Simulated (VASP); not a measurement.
# Be2Cu11Ni3 in VASP: further runs, part 2 of 3

VASP 6.6.1. The steps go on from the part before.

**4. Single point, PBE**

Input file INCAR:

```
PREC = Accurate
ENCUT = 400
EDIFF = 1E-6
ISMEAR = -1
SIGMA = 0.1818
LREAL = Auto
LASPH = True
NELM = 120
ALGO = Normal
ISIF = 2
LWAVE = False
LCHARG = False
GGA = PE
NBANDS = 92
ISYM = -1
GGA_COMPAT = False
```

Input file KPOINTS:

```
explicit points
1
Reciprocal
  0.25000000   0.25000000   0.25000000 1
```

Input file POSCAR:

```
Be2Cu11Ni3
1.0
    5.6151810000     -0.1125830000     -0.0418010000
   -0.1125830000      5.6341360000     -0.0260090000
   -0.0418010000     -0.0260090000      5.8223430000
Cu Ni Be
11 3 2
Direct
    0.9308476941      0.0269896538      0.7358127713
    0.1521234207      0.7713785687      1.0269234733
    0.4345551998      0.0409229458      0.2304938419
    0.6893420967      0.3153303521      0.9409776470
    0.4013718958      0.0445691781      0.7387888255
    0.9085806828      0.5024783377      0.2282114847
    0.6724877780      0.7908401692      0.9680255223
    0.6618449293      0.3078881063      0.5227412129
    0.6742797083      0.7699611793      0.5389121676
    0.4734956234      0.5761191394      0.2281143301
    0.1567084335      0.2788889105      0.4947266403
    0.3531730553      0.4925358145      0.8033173846
    0.8681858526      0.0289636181      0.2266905869
    0.1287734585      0.7713130159      0.4993551461
    0.9555161602      0.4702506802      0.7518709016
    0.1261506307      0.3029805087      0.0386395035
```

Potentials or basis: VASP PAW PBE potentials, release 64 (Cu, Ni, Be).

The run is started by

```console
$ cat potpaw_PBE.64/Cu/POTCAR potpaw_PBE.64/Ni/POTCAR potpaw_PBE.64/Be/POTCAR > POTCAR
$ mpirun -np 1 vasp_std > vasp.out
```

OUTCAR:

```text
PREC = Accurate
   ENCUT = 400
   EDIFF = 1E-6
   ISMEAR = -1
   LREAL = Auto
   LASPH = True
   NELM = 120
   ISIF = 2
   GGA = PE
   ISYM = -1

 ion  position               nearest neighbor table
   1  0.931  0.027  0.736-   9 2.29  14 2.31  11 2.35   7 2.37   4 2.47  15 2.50  16 2.55   8 2.55
                             2 2.57   5 2.64  13 2.88
   2  0.152  0.771  0.027-   6 2.34  12 2.36   3 2.44  10 2.44  13 2.49  15 2.53   1 2.57   5 2.66
                             7 2.72  14 2.76
   3  0.435  0.041  0.230-   2 2.44  13 2.44   7 2.51   8 2.55  16 2.57  11 2.61  10 2.64   4 2.69
                             9 2.74  14 2.76
   4  0.689  0.315  0.941-  15 2.04   6 2.29  12 2.31   8 2.44   5 2.46   1 2.47  16 2.51  13 2.55
                            10 2.57   3 2.69   7 2.69
   5  0.401  0.045  0.739-  11 2.40   8 2.42   4 2.46   7 2.51   9 2.51  14 2.52  12 2.57   1 2.64
                             2 2.66
   6  0.909  0.502  0.228-  16 2.03   4 2.29   2 2.34   8 2.46  11 2.46  14 2.46  10 2.49   7 2.62
                            13 2.67   9 2.73
   7  0.672  0.791  0.968-  10 2.23  13 2.25   1 2.37   9 2.50   3 2.51   5 2.51  12 2.58   6 2.62
                             4 2.69   2 2.72
   8  0.662  0.308  0.523-  15 2.27   5 2.42   4 2.44   6 2.46  10 2.54   1 2.55   3 2.55   9 2.60
                            13 2.63  12 2.64
   9  0.674  0.770  0.539-   1 2.29  10 2.36   7 2.50   5 2.51  14 2.57  13 2.57   8 2.60   6 2.73
                             3 2.74  12 2.82
  10  0.473  0.576  0.228-   7 2.23   9 2.36   2 2.44   6 2.49   8 2.54   4 2.57  12 2.59   3 2.64
                            14 2.77
  11  0.157  0.279  0.495-  15 2.19   1 2.35  12 2.39   5 2.40   6 2.46  13 2.60   3 2.61  14 2.79
                            14 2.86
  12  0.353  0.493  0.803-  16 2.15  15 2.25   4 2.31   2 2.36  11 2.39   5 2.57   7 2.58  10 2.59
                             8 2.64  14 2.71   9 2.82
  13  0.868  0.029  0.227-   7 2.25  16 2.36   3 2.44   2 2.49   4 2.55   9 2.57  11 2.60  14 2.63
                             8 2.63   6 2.67   1 2.88
  14  0.129  0.771  0.499-   1 2.31  15 2.44   6 2.46   5 2.52   9 2.57  13 2.63  12 2.71   2 2.76
                             3 2.76  10 2.77  11 2.79  11 2.86
  15  0.956  0.470  0.752-   4 2.04  16 2.16  11 2.19  12 2.25   8 2.27  14 2.44   1 2.50   2 2.53

  16  0.126  0.303  0.039-   6 2.03  12 2.15  15 2.16  13 2.36   4 2.51   1 2.55   3 2.57

IMPORTANT INFORMATION: All symmetrisations will be switched off!
NOSYMM: (Re-)initialisation of all symmetry stuff for point group C_1.

----------------------------------------------------------------------------------------

                                     Primitive cell

  volume of cell :     184.1120

  direct lattice vectors                    reciprocal lattice vectors
     5.615181000 -0.112583000 -0.041801000     0.178169792  0.003566221  0.001295085
    -0.112583000  5.634136000 -0.026009000     0.003566221  0.177564544  0.000818802
    -0.041801000 -0.026009000  5.822343000     0.001295085  0.000818802  0.171765118

  length of vectors
     5.616465073  5.635320742  5.822551142     0.178210185  0.177602240  0.171771952

  position of ions in fractional coordinates (direct lattice)
     0.930847694  0.026989654  0.735812771
     0.152123421  0.771378569  0.026923473
     0.434555200  0.040922946  0.230493842
     0.689342097  0.315330352  0.940977647
     0.401371896  0.044569178  0.738788826
     0.908580683  0.502478338  0.228211485
[... 8 lines left out ...]
     0.955516160  0.470250680  0.751870902
     0.126150631  0.302980509  0.038639504

  ion indices of the primitive-cell ions
   primitive index   ion index
                 1           1
                 2           2
                 3           3
                 4           4
                 5           5
                 6           6
[... 8 lines left out ...]
                15          15
                16          16

----------------------------------------------------------------------------------------

 KPOINTS: explicit points

Read explicit list of k-points.

 Found      1 k-points:

 Following reciprocal coordinates:
            Coordinates               Weight
  0.250000  0.250000  0.250000      1.000000
   k-points           NKPTS =      1   k-points in BZ     NKDIM =      1   number of bands    NBANDS=     92
   number of dos      NEDOS =    301   number of ions     NIONS =     16
   total plane-waves  NPLWV =  64000
   dimension x,y,z NGX =    40 NGY =   40 NGZ =   40
   dimension x,y,z NGXF=    80 NGYF=   80 NGZF=   80
   ions per type =              11   3   2
   NGX,Y,Z   is equivalent  to a cutoff of  11.84, 11.80, 11.42 a.u.
   NGXF,Y,Z  is equivalent  to a cutoff of  23.68, 23.60, 22.84 a.u.
 SYSTEM =  unknown system
   PREC   = accura    normal or accurate (medium, high low for compatibility)
   ISTART =      0    job   : 0-new  1-cont  2-samecut
   ICHARG =      2    charge: 1-file 2-atom 10-const
   ISPIN  =      1    spin polarized calculation?
   LNONCOLLINEAR =      F non collinear calculations
   LSORBIT =      F    spin-orbit coupling
   LASPH  =      T    aspherical Exc in radial PAW
   ENCUT  =  400.0 eV  29.40 Ry    5.42 a.u.   9.16  9.19  9.50*2*pi/ulx,y,z
   NELM   =    120;   NELMIN=  2; NELMDL= -5     # of ELM steps
   EDIFF  = 0.1E-05   stopping-criterion for ELM
   LREAL  =      T    real-space projection
   EDIFFG = 0.1E-04   stopping-criterion for IOM
   NSW    =      0    number of steps for IOM
   IBRION =     -1    ionic relax: 0-MD 1-quasi-New 2-CG
   NFREE  =      0    steps in history (QN), initial steepest desc. (CG)
   ISIF   =      2    stress and relaxation
   ISYM   =     -1    0-nonsym 1-usesym 2-fastsym
   POTIM  = 0.5000    time-step for ionic-motion
   TEBEG  =    0.0;   TEEND  =   0.0 temperature during run
   PSTRESS=    0.0 pullay stress
   NELECT =     155.0000    total number of electrons
   NUPDOWN=      -1.0000    fix difference up-down
   EMIN   =  10.00;   EMAX   =-10.00  energy-range for DOS
   EFERMI =   0.00;   METHOD = LEGACY
   ISMEAR =    -1;   SIGMA  =   0.18  broadening in eV -4-tet -1-fermi 0-gaus
   EFERMI_NEDOS =   21; number of points for ismear=-14 and -15
   IALGO  =     38    algorithm
   IMIX   =      4    mixing-type and parameters
     AMIX     =   0.40;   BMIX     =  1.00
     AMIX_MAG =   1.60;   BMIX_MAG =  1.00
  volume/ion in A,a.u.               =      11.51        77.65
  Fermi-wavevector in a.u.,A,eV,Ry     =   1.545817  2.921170 32.511798  2.389550
  Thomas-Fermi vector in A             =   2.651142
   LORBIT       =      0    0 simple, 1 ext, 2 COOP (PROOUT), +10 PAW based schemes
   GGA     = PE    functional components
   LHFCALC =     F    Hartree Fock is set to
   AEXX    =    0.0000 exact exchange contribution
   IVDW    =     0    specifies the selected vdW correction
   LEPSILON=     F    determine dielectric tensor
   LRPA    =     F    only Hartree local field effects (RPA)
 non-spin polarized calculation
  energy-cutoff  :      400.00
  volume of cell :      184.11
 maximum number of plane-waves:      3338
 NGX is ok and might be reduce to    36
   NGX = 19   NGY = 19   NGZ = 19

 number of electron     155.0000031 magnetization

 Free energy of the ion-electron system (eV)
  ---------------------------------------------------
  ext. energy  EPLUGINS =         0.00000000
  ---------------------------------------------------
  free energy    TOTEN  =       -63.28472822 eV

  energy without entropy =      -62.70507949  energy(sigma->0) =      -62.99490385

 E-fermi :   7.7581     XC(G=0): -12.4244

 val. band max:        7.1655925666   @ k =   0.2500   0.2500   0.2500
 cond. band min:       7.8196462696   @ k =   0.2500   0.2500   0.2500
 fundamental gap:      0.6540537029
 Fermi energy:         7.7580984745

 k-point     1 :       0.2500    0.2500    0.2500
  band No.  band energies     occupation
      1      -0.9906      2.00000
      2       0.7287      2.00000
      3       1.0618      2.00000
      4       1.2493      2.00000
      5       2.2457      2.00000
      6       2.4362      2.00000
[... 81 lines left out ...]
     88      12.0955      0.00000
     89      12.3020      0.00000
 [bands above 89 left out]

------------------------ aborting loop because EDIFF is reached ----------------------------------------

  FORCE on cell =-STRESS in cart. coord.  units (eV):
  Direction    XX          YY          ZZ          XY          YZ          ZX
  --------------------------------------------------------------------------------------
  -------------------------------------------------------------------------------------
  Total        3.7345235     -0.6279337      5.9490762      4.0055987      3.5532820      1.7457940
  in kB       32.4985288     -5.4643978     51.7699844     34.8574757     30.9213306     15.1922290
  external PRESSURE =      26.2680384 kB  Pullay stress =       0.0000000 kB

 VOLUME and BASIS-vectors are now :
 -----------------------------------------------------------------------------
  energy-cutoff  :      400.00
  volume of cell :      184.11
      direct lattice vectors                 reciprocal lattice vectors
     5.615181000 -0.112583000 -0.041801000     0.178169792  0.003566221  0.001295085
    -0.112583000  5.634136000 -0.026009000     0.003566221  0.177564544  0.000818802
    -0.041801000 -0.026009000  5.822343000     0.001295085  0.000818802  0.171765118

 POSITION                                       TOTAL-FORCE (eV/Angst)
 -----------------------------------------------------------------------------------
      5.19308      0.02813      4.24454         0.538176      1.024150      0.994173
      0.76623      4.32822      0.13034        -0.219169      0.545919     -0.619047
      2.42586      0.17565      1.32279        -0.625221      0.290108      0.276651
      3.79595      1.67453      5.44168        -0.575783     -1.154450      0.812789
      2.21788      0.18671      4.28355        -0.513187     -0.578053      0.584607
      5.03574      2.72281      1.27768        -0.443464      1.108807      1.501531
[... 8 lines left out ...]
      5.28103      2.52233      4.32548         0.672231      1.502672     -0.562761
      0.67263      1.69183      0.21182         0.782836     -1.384569     -0.246524
 -----------------------------------------------------------------------------------
    total drift:                                0.003397     -0.006011      0.002222

  FREE ENERGIE OF THE ION-ELECTRON SYSTEM (eV)
  ---------------------------------------------------
  free  energy   TOTEN  =       -63.2847282156 eV

  energy  without entropy=      -62.7050794921  energy(sigma->0) =      -62.99490385
```

Wall time 41 s (1 thread of Intel Xeon Platinum 8488C (Sapphire Rapids), shared host); peak memory 0.24 GiB.

Results:

```yaml
Free_energy: -63.2847 eV
Pressure: 2.6 GPa
Largest_force: 2.431 eV/Å
Band_gap_on_the_k_mesh: zero (an odd number of electrons rules out a gap without spin polarisation)
```

Forces in eV/Å, atoms in the order of the input:
```
Cu   0.538  1.024  0.994
Cu  -0.219  0.546 -0.619
Cu  -0.625  0.290  0.277
Cu  -0.576 -1.154  0.813
Cu  -0.513 -0.578  0.585
Cu  -0.443  1.109  1.502
Cu   0.070 -0.335 -1.161
Cu  -0.298 -0.067 -0.574
Cu  -0.481 -0.746 -0.400
Cu  -1.753 -1.512  0.742
Cu   0.347  0.214 -1.425
Ni   0.051  0.674 -0.754
Ni   1.562  1.080  1.046
Ni   0.885 -0.662 -0.216
Be   0.672  1.503 -0.563
Be   0.783 -1.385 -0.247
```

Levels at points of the mesh, in eV from the Fermi level:
```
           k point  band 73  band 74  band 75  band 76  band 77  band 78  band 79  band 80  band 81  band 82
(0.25, 0.25, 0.25)    -1.06    -1.01    -0.85    -0.74    -0.59     0.06     0.34     0.74     0.93     1.19
```

Caveat: the atoms stand as in a frame of molecular dynamics.

(Continued in part 3 of 3.)

The gap in the log of VASP goes by the Fermi energy; the results here count the filled bands.